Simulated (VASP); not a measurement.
The system is BeH2.

```
CELL_PARAMETERS angstrom
3.02488 0.00000 0.00000
0.00000 3.02488 0.00000
0.00000 0.00000 1.99642
ATOMIC_POSITIONS crystal
Be 0.00000 0.00000 0.00000
Be 0.50000 0.50000 0.50000
H 0.30500 0.30500 0.00000
H 0.19500 0.80500 0.50000
H 0.80500 0.19500 0.50000
H 0.69500 0.69500 0.00000
```

- Program: VASP 6.6.1
- Task: relaxation of cell and atoms
- Functional: PBEsol
- Potentials or basis: VASP PAW PBE potentials, release 64 (Be, H)
- Cutoff: 600 eV
- k mesh: 8 × 8 × 10
- Occupations: fermi-dirac, width 0.03 eV
- Spin: no spin polarisation

At the start: pressure 138.4 GPa; volume 3.04 Å³/atom.

Question: Where does the relaxation end?

Answer: Over 12 steps the energy falls by 700.3 meV/atom and the volume is 5.51 Å³/atom (+81.0 %); space group P4_2/mnm (No. 136, to 0.05 Å).

Step by step:
```tsv
step	energy change (eV)	largest force (eV/Å)	pressure (GPa)	volume (Å³)
1	0.0000	0.5779	138.36	18.27
2	-3.5904	0.2299	30.02	26.14
3	-4.0299	0.3554	8.55	30.14
4	-4.0802	0.3829	1.74	32.04
5	-4.0811	0.3862	0.68	32.39
6	-4.1493	0.1791	-0.10	32.67
7	-4.1926	0.1326	-0.30	33.10
8	-4.1927	0.1440	-0.28	33.11
9	-4.2000	0.0684	-0.09	33.08
10	-4.2015	0.0167	0.05	33.05
11	-4.2015	0.0139	0.06	33.05
12	-4.2016	0.0037	-0.04	33.07
```

Final structure:
```
CELL_PARAMETERS angstrom
3.79075 0.00000 0.00000
0.00000 3.79075 0.00000
0.00000 0.00000 2.30113
ATOMIC_POSITIONS crystal
Be 0.00000 0.00000 0.00000
Be 0.50000 0.50000 0.50000
H 0.30258 0.30258 0.00000
H 0.19742 0.80258 0.50000
H 0.80258 0.19742 0.50000
H 0.69742 0.69742 0.00000
```

Caveat: the volume moved by over 15 % at a fixed basis, so the end points are rough; the PAW data sets were made with another functional, which shifts forces and pressure a little.
